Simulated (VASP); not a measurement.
Se: single point with PBE+D3(BJ)

The system is Se.

```
CELL_PARAMETERS angstrom
4.29460 0.00000 0.00000
-2.14730 3.71923 0.00000
0.00000 0.00000 4.60123
ATOMIC_POSITIONS crystal
Se 0.20126 0.00000 0.33333
Se 0.00000 0.20126 0.66667
Se 0.79874 0.79874 0.00000
```

This cell differs from its parent crystal: atoms shifted along a free coordinate, c/a of the conventional cell at fixed volume 1.0714.

| Property | Result |
| --- | --- |
| Program | VASP 6.6.1 |
| Task | single point |
| Functional | PBE |
| Dispersion | D3(BJ) |
| Potentials or basis | VASP PAW PBE potentials, release 64 (Se) |
| Cutoff | 520 eV |
| k mesh | 9 × 9 × 8 |
| Occupations | gaussian, width 0.05 eV |
| Spin | no spin polarisation |

```
Pressure                   : 22.5 GPa
Largest force              : 5.427 eV/Å
Band gap on the k mesh     : 1.37 eV (least direct gap 1.77 eV)
Dispersion energy per atom : -0.352 eV
```

Forces on the atoms (eV/Å):
```
Se   5.427  0.000  0.000
Se  -2.713  4.700  0.000
Se  -2.713 -4.700  0.000
```

Stress tensor (GPa, compression positive):
```
16.81  0.00  0.00
 0.00 16.81  0.00
 0.00  0.00 33.84
```

Levels at points of the mesh, in eV from the valence-band top:
| k point | band 5 | band 6 | band 7 | band 8 | band 9 | band 10 | band 11 | band 12 | band 13 | band 14 |
| --- | --- | --- | --- | --- | --- | --- | --- | --- | --- | --- |
| (0.00, 0.00, 0.00) | -4.88 | -4.67 | -3.17 | -3.17 | -0.73 | 2.67 | 2.67 | 2.74 | 5.68 | 5.92 |
| (0.00, 0.00, 0.50) | -4.46 | -4.46 | -2.21 | -2.21 | -1.61 | 1.37 | 1.51 | 1.51 | 5.61 | 7.17 |

Wall time 99 s on 1 thread of Intel Xeon 8259CL, on a shared host, peak memory 0.24 GiB.

Caveat: the stress differs along the axes, from 17 to 34 GPa; forces of over 1 eV/Å act on the atoms, so gaps and moduli don't describe the material at rest. A k mesh can miss the band edges.
